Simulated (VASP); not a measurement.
# Ir in VASP: single point with PBE+D3(BJ)

Aim: the single point of Ir with PBE+D3(BJ).

Everything below comes from runs of VASP 6.6.1. Logs are shortened: lines on timing, memory, paths and dates and some standing lists are left out, and cuts for length are marked.

## Step 1: The cell of the first run

The cell holds a slab with vacuum, 16 atoms: a = 5.431 Å, b = 5.431 Å, c = 23.761 Å, α = 90.00°, β = 90.00°, γ = 90.00°.

## Step 2: Single point, PBE+D3(BJ)

File INCAR:

```
SYSTEM = Ir
  PREC = Accurate
  ENCUT = 520
  EDIFF = 1E-7
  ISMEAR = 0
  SIGMA = 0.1
  LREAL = Auto
  LASPH = .TRUE.
  NELM = 80
  ALGO = Normal
  ISIF = 2
  LWAVE = .FALSE.
  LCHARG = .FALSE.
  LDIPOL = .TRUE.
  IDIPOL = 3
  DIPOL = 0.5 0.5 0.458
  GGA = PE
  IVDW = 12
  NBANDS = 86
```

File KPOINTS:

```
regular mesh
0
G
  4 4 1
  0 0 0
```

File POSCAR:

```
Ir
1.0
    5.4313155572      0.0000000000      0.0000000000
    0.0000000000      5.4313155572      0.0000000000
    0.0000000000      0.0000000000     23.7607800919
Ir
16
Direct
    0.2500000000      0.2500000000      0.3366892825
    0.2500000000      0.7500000000      0.3366892825
    0.7500000000      0.2500000000      0.3366892825
    0.7500000000      0.7500000000      0.3366892825
    0.5000000000      0.5000000000      0.4175056539
    0.5000000000      0.0000000000      0.4175056539
    0.0000000000      0.5000000000      0.4175056539
    0.0000000000      0.0000000000      0.4175056539
    0.7499618832      0.7499588019      0.4972675568
    0.7499703050      0.2499322764      0.4985931763
    0.2499987883      0.7499019341      0.4984712054
    0.2499985825      0.2499190257      0.4988363752
    0.0024948181     -0.0019327380      0.5787944469
    0.0025398910      0.5017755339      0.5788154528
    0.4974321549     -0.0018707892      0.5788075754
    0.4975353106      0.5018525429      0.5788062259
```

Potentials or basis: VASP PAW PBE potentials, release 64 (Ir).

On the command line:

```bash
$ cat potpaw_PBE.64/Ir/POTCAR > POTCAR
$ mpirun -np 1 vasp_std > vasp.out
```

OUTCAR:

```text
SYSTEM = Ir
   PREC = Accurate
   ENCUT = 520
   EDIFF = 1E-7
   ISMEAR = 0
   LREAL = Auto
   LASPH = .TRUE.
   NELM = 80
   ISIF = 2
   GGA = PE
   IVDW = 12
 IVDW          = 12

 ion  position               nearest neighbor table
   1  0.250  0.250  0.337-   5 2.72   6 2.72   7 2.72   8 2.72   2 2.72   3 2.72   2 2.72   3 2.72

   2  0.250  0.750  0.337-   5 2.72   6 2.72   7 2.72   8 2.72   1 2.72   4 2.72   1 2.72   4 2.72

   3  0.750  0.250  0.337-   5 2.72   6 2.72   7 2.72   8 2.72   1 2.72   4 2.72   4 2.72   1 2.72
[... 23 lines left out ...]
  15  0.497  0.998  0.579-  13 2.69  16 2.70  11 2.70  12 2.70  10 2.72   9 2.73  16 2.74  13 2.74

  16  0.498  0.502  0.579-  14 2.69  15 2.70  11 2.70  12 2.70  10 2.72   9 2.73  15 2.74  14 2.74

  LATTYP: Found a simple tetragonal cell.
 ALAT       =     5.4313155572
 C/A-ratio  =     4.3747743694

  Lattice vectors:

 A1 = (   5.4313155572,   0.0000000000,   0.0000000000)
 A2 = (   0.0000000000,   5.4313155572,   0.0000000000)
 A3 = (   0.0000000000,   0.0000000000,  23.7607800919)

Analysis of symmetry for initial positions (statically):
=====================================================================
 Subroutine PRICEL returns:
 Original cell was already a primitive cell.

 Routine SETGRP: Setting up the symmetry group for a
 simple tetragonal supercell.

 Subroutine GETGRP returns: Found  1 space group operations
 (whereof  1 operations were pure point group operations)
 out of a pool of 16 trial point group operations.

The static configuration has the point symmetry C_1 .

Analysis of symmetry for dynamics (positions and initial velocities):
=====================================================================
 Subroutine PRICEL returns:
 Original cell was already a primitive cell.

 Routine SETGRP: Setting up the symmetry group for a
 simple tetragonal supercell.

 Subroutine GETGRP returns: Found  1 space group operations
 (whereof  1 operations were pure point group operations)
 out of a pool of 16 trial point group operations.

The dynamic configuration has the point symmetry C_1 .

 Subroutine INISYM returns: Found  1 space group operations
 (whereof  1 operations are pure point group operations),
 and found     1 'primitive' translations

----------------------------------------------------------------------------------------

                                     Primitive cell

[... 115 lines left out ...]
   NUPDOWN=      -1.0000    fix difference up-down
   EMIN   =  10.00;   EMAX   =-10.00  energy-range for DOS
   EFERMI =   0.00;   METHOD = LEGACY
   ISMEAR =     0;   SIGMA  =   0.10  broadening in eV -4-tet -1-fermi 0-gaus
   EFERMI_NEDOS =   21; number of points for ismear=-14 and -15
   IALGO  =     38    algorithm
   IMIX   =      4    mixing-type and parameters
     AMIX     =   0.40;   BMIX     =  1.00
     AMIX_MAG =   1.60;   BMIX_MAG =  1.00
  volume/ion in A,a.u.               =      43.81       295.63
  Fermi-wavevector in a.u.,A,eV,Ry     =   0.965989  1.825454 12.696063  0.933134
  Thomas-Fermi vector in A             =   2.095752
   LORBIT       =      0    0 simple, 1 ext, 2 COOP (PROOUT), +10 PAW based schemes
   GGA     = PE    functional components
   LHFCALC =     F    Hartree Fock is set to
   AEXX    =    0.0000 exact exchange contribution
   IVDW    =    12    specifies the selected vdW correction
   LEPSILON=     F    determine dielectric tensor
   LRPA    =     F    only Hartree local field effects (RPA)
 non-spin polarized calculation
 Gauss-broadening in eV      SIGMA  =   0.10
  energy-cutoff  :      520.00
  volume of cell :      700.92
 maximum number of plane-waves:     18933
   NGX = 21   NGY = 21   NGZ = 89

 dipolmoment           0.000000      0.000000      0.000668 electrons x Angstroem

 number of electron     143.9999977 magnetization

 dipolmoment           0.000000      0.000000     -0.000407 electrons x Angstroem

 Free energy of the ion-electron system (eV)
  ---------------------------------------------------
  ext. energy  EPLUGINS =         0.00000000
  ---------------------------------------------------
  free energy    TOTEN  =      -130.57517191 eV

  energy without entropy =     -130.46320404  energy(sigma->0) =     -130.51918797

 E-fermi :  -0.4895     XC(G=0):  -5.4066

 val. band max:       -0.4901906286   @ k =   0.2500   0.0000   0.0000
 cond. band min:      -0.4844732224   @ k =   0.0000   0.2500   0.0000
 fundamental gap:      0.0057174062
 Fermi energy:        -0.4895286458

 k-point     1 :       0.0000    0.0000    0.0000
  band No.  band energies     occupation
      1     -10.7174      2.00000
      2      -8.7713      2.00000
      3      -7.9412      2.00000
      4      -7.9400      2.00000
      5      -7.9337      2.00000
      6      -7.9337      2.00000
[... 859 lines left out ...]
     83       0.3638      0.00000
     84       0.3808      0.00000
 [bands above 84 left out]

------------------------ aborting loop because EDIFF is reached ----------------------------------------

 vacuum level on the upper side and lower side of the slab       (xc-potential included)        -0.103        -0.101

 Edisp (eV)   -8.13722

 E8    (eV) :    -3.9514

  FORCE on cell =-STRESS in cart. coord.  units (eV):
  Direction    XX          YY          ZZ          XY          YZ          ZX
  --------------------------------------------------------------------------------------
  -------------------------------------------------------------------------------------
  Total     -18.66393   -18.69834    -8.71239    -0.00075     0.01352     0.00129
  in kB     -42.66218   -42.74082   -19.91484    -0.00171     0.03090     0.00294
  external pressure =      -35.11 kB  Pullay stress =        0.00 kB

 VOLUME and BASIS-vectors are now :
 -----------------------------------------------------------------------------
  energy-cutoff  :      520.00
  volume of cell :      700.92
      direct lattice vectors                 reciprocal lattice vectors
     5.431315557  0.000000000  0.000000000     0.184117455  0.000000000  0.000000000
     0.000000000  5.431315557  0.000000000     0.000000000  0.184117455  0.000000000
     0.000000000  0.000000000 23.760780092     0.000000000  0.000000000  0.042086160

 POSITION                                       TOTAL-FORCE (eV/Angst)
 -----------------------------------------------------------------------------------
      1.35783      1.35783      8.00000        -0.000067     -0.000402      0.629713
      1.35783      4.07349      8.00000        -0.000015     -0.000069      0.661950
      4.07349      1.35783      8.00000        -0.000128     -0.000178      0.663895
      4.07349      4.07349      8.00000        -0.000156     -0.000511      0.653221
      2.71566      2.71566      9.92026        -0.054117     -0.050345     -0.768729
      2.71566      0.00000      9.92026        -0.054243      0.046935     -0.768092
[... 8 lines left out ...]
      2.70171      5.42115     13.75292         0.235194      0.069654     -0.578487
      2.70227      2.72572     13.75289         0.230851     -0.072979     -0.578197
 -----------------------------------------------------------------------------------
    total drift:                                0.000145     -0.000029      0.020148

  FREE ENERGIE OF THE ION-ELECTRON SYSTEM (eV)
  ---------------------------------------------------
  free  energy   TOTEN  =      -138.7123893549 eV

  energy  without entropy=     -138.6004214850  energy(sigma->0) =     -138.65640542

 vacuum level on the upper side and lower side of the slab         5.026         5.028
```

Run time: 24 min. Hardware: 1 thread of Intel Xeon Platinum 8488C (Sapphire Rapids), shared host; peak memory 0.81 GiB.

Results:

| Item | Value |
| --- | --- |
| Free energy | -138.7124 eV |
| Largest force | 1.042 eV/Å |
| Band gap on the k mesh | zero (bands 72 and 73 overlap by 0.92 eV) |
| Dispersion energy per atom | -0.509 eV |

Forces on the atoms (eV/Å):
```
Ir   0.000  0.000  0.630
Ir   0.000  0.000  0.662
Ir   0.000  0.000  0.664
Ir   0.000 -0.001  0.653
Ir  -0.054 -0.050 -0.769
Ir  -0.054  0.047 -0.768
Ir   0.053 -0.050 -0.767
Ir   0.054  0.047 -0.768
Ir   0.003  0.000  1.042
Ir   0.002  0.003  0.741
Ir  -0.001  0.003  0.475
Ir  -0.001  0.003  0.519
Ir  -0.233  0.072 -0.576
Ir  -0.234 -0.070 -0.581
Ir   0.235  0.070 -0.578
Ir   0.231 -0.073 -0.578
```

Levels at points of the mesh, in eV from the Fermi level:
```
           k point  band 67  band 68  band 69  band 70  band 71  band 72  band 73  band 74  band 75  band 76
(0.00, 0.00, 0.00)    -0.06     0.13     0.13     0.14     0.52     0.53     0.78     0.78     0.78     0.78
(0.50, 0.00, 0.00)    -0.77    -0.73    -0.24    -0.19     0.11     0.15     0.17     0.17     0.18     0.20
(0.00, 0.50, 0.00)    -0.76    -0.75    -0.24    -0.19     0.13     0.13     0.17     0.17     0.19     0.19
(0.50, 0.50, 0.00)    -1.36    -1.32    -1.20    -1.18    -1.15    -1.12    -0.39    -0.36    -0.35    -0.35
```

Caveat: spin-orbit coupling is left out, which moves the levels of the heavy elements.
